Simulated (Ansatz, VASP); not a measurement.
One calculation of NbAu2, two programs

The input INCAR:

```
SYSTEM = NbAu2
PREC = Accurate ; ENCUT = 600
EDIFF = 1E-6 ; ISMEAR = -1
SIGMA = 0.15 ; LREAL = .FALSE.
LASPH = .TRUE. ; NELM = 80
ALGO = Fast ; ISIF = 3
LWAVE = .FALSE. ; LCHARG = .FALSE.
GGA = CA ; IBRION = 2
NSW = 80 ; EDIFFG = -0.001
```

File KPOINTS:

```
Automatic mesh
0
G
  12 12 16
  0 0 0
```

POSCAR

```
NbAu2
1.0
    4.5883427358      0.0000000000      0.0000000000
   -2.2941713679      3.9736213705      0.0000000000
    0.0000000000      0.0000000000      2.7088551041
Nb Au
1 2
Direct
    0.0000000000      0.0000000000      0.0000000000
    0.3333333333      0.6666666667      0.5000000000
    0.6666666667      0.3333333333      0.5000000000
```

Input for Ansatz:

```yaml
crystal:
  lattice:
    - [4.5883427358, 0.0, 0.0]
    - [-2.2941713679, 3.9736213705, 0.0]
    - [0.0, 0.0, 2.7088551041]
  atoms:
    - { symbol: Nb, position: [0.0, 0.0, 0.0] }
    - { symbol: Au, position: [0.3333333333, 0.6666666667, 0.5] }
    - { symbol: Au, position: [0.6666666667, 0.3333333333, 0.5] }
basis:
  ecutwfc: 420
kpoints:
  mp_grid: { grid: [12, 12, 16] }
hamiltonian:
  xc: lda
scf:
  occupations: { method: fermi_dirac, width: 0.15 }
output:
  forces: true
  stress: true
  eigenvalues: true
relax:
  adjacent_minimum: "off"
  f_tol: 0.001
  max_steps: 60
  cell: { stress_tol: 0.01 }
```

Alike in both runs: task relaxation of cell and atoms; functional LDA; k mesh 12 × 12 × 16; occupations fermi-dirac, width 0.15 eV; no spin polarisation.

```csv
,VASP,Ansatz
version,VASP 6.6.1,Ansatz 0.2.0
potentials or method,"VASP PAW LDA potentials, release 64 (Nb_sv, Au), cutoff 600 eV","scalar-relativistic, plane waves, PAW"
valence electrons in the cell,35,51
```

```csv
,VASP,Ansatz,Ansatz less VASP
"gap on the k mesh at the Fermi level, each at its own relaxed structure (eV)",none,none,-
relaxed volume (Å³/atom),16.50,16.48,-0.027
relaxed cell length with the largest relative difference (Å),4.592,4.589,-0.0031
```

LDA's correlation is that of Perdew and Zunger in VASP and of Perdew and Wang (1992) in Ansatz. A gap of «none» marks a metal or a gap that the smearing closes. VASP's potentials hold 35 valence electrons a cell and Ansatz's 51, so a difference there can come from the potentials and not from the codes.

Spin-orbit coupling is off throughout.
